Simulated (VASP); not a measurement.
Runs of VASP 6.6.1 on ZnS. The structure is that of space group F-43m (No. 216), or close to it. The cells are those of the table. 

```tsv
task	cell	k mesh	smearing	gap on the mesh (eV)	pressure (GPa)
single point	a = 3.736 Å, angles 60.3°, 2 atoms	8 × 8 × 8	gaussian 0.01 eV	2.13	0.3
single point	a = 3.746 Å, angles 60.0°, 2 atoms	8 × 8 × 8	gaussian 0.01 eV	(a)	0.2
relaxation of the atoms	atoms relaxed from a = 3.736 Å, angles 60.3°, 2 atoms	8 × 8 × 8	gaussian 0.01 eV	2.13	0.2
single point	a = 3.764 Å, angles 60.0°, 2 atoms	8 × 8 × 8	gaussian 0.01 eV	2.09	-1.0
relaxation of the atoms	atoms relaxed from a = 3.755 Å, angles 59.7°, 2 atoms	8 × 8 × 8	gaussian 0.01 eV	2.14	0.2
single point	a = 3.755 Å, angles 59.7°, 2 atoms	8 × 8 × 8	gaussian 0.01 eV	2.14	0.3
single point	a = 3.746 Å, angles 60.0°, 2 atoms	10 × 10 × 10	fermi-dirac 0.1 eV	(b)	0.2
single point	a = 3.755, b = 3.755, c = 3.746 Å, angles 60.1, 60.1, 59.8°, 2 atoms	8 × 8 × 8	gaussian 0.01 eV	2.13	-0.2
single point	a = 3.736, b = 3.736, c = 3.746 Å, angles 59.9, 59.9, 60.2°, 2 atoms	8 × 8 × 8	gaussian 0.01 eV	2.17	0.7
```

Alike in all rows: level LDA; potentials or basis VASP PAW LDA potentials, release 64 (Zn, S); no spin polarisation; cutoff (eV) 520.

Task: Estimate the missing entries.

Result: (a) 2.15; (b) 2.16.

